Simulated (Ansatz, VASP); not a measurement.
**CdTe in VASP and in Ansatz**

```
Cd Te
1.0
     0.00000    3.30963    3.30963
     3.30963    0.00000    3.30963
     3.30963    3.30963    0.00000
Cd Te
1 1
Direct
  0.00000 0.00000 0.00000
  0.75000 0.75000 0.75000
```

Alike in both runs: task relaxation of cell and atoms; functional PBE; k mesh 10 × 10 × 10; occupations gaussian, width 0.02 eV; no spin polarisation.

|  | VASP | Ansatz |
| --- | --- | --- |
| version | VASP 6.6.1 | Ansatz 0.2.0 |
| potentials or method | VASP PAW PBE potentials, release 64 (Cd, Te), cutoff 600 eV | scalar-relativistic, plane waves, PAW |
| valence electrons in the cell | 18 | 36 |

|  | VASP | Ansatz | Ansatz less VASP |
| --- | --- | --- | --- |
| gap on the k mesh at the Fermi level, each at its own relaxed structure (eV) | 0.58 | 0.58 | +0.008 |
| relaxed volume (Å³/atom) | 36.32 | 36.25 | -0.064 |
| relaxed cell length with the largest relative difference (Å) | 4.683 | 4.681 | -0.0027 |

VASP's potentials hold 18 valence electrons a cell and Ansatz's 36, so a difference there can come from the potentials and not from the codes.

Spin-orbit coupling is off throughout.
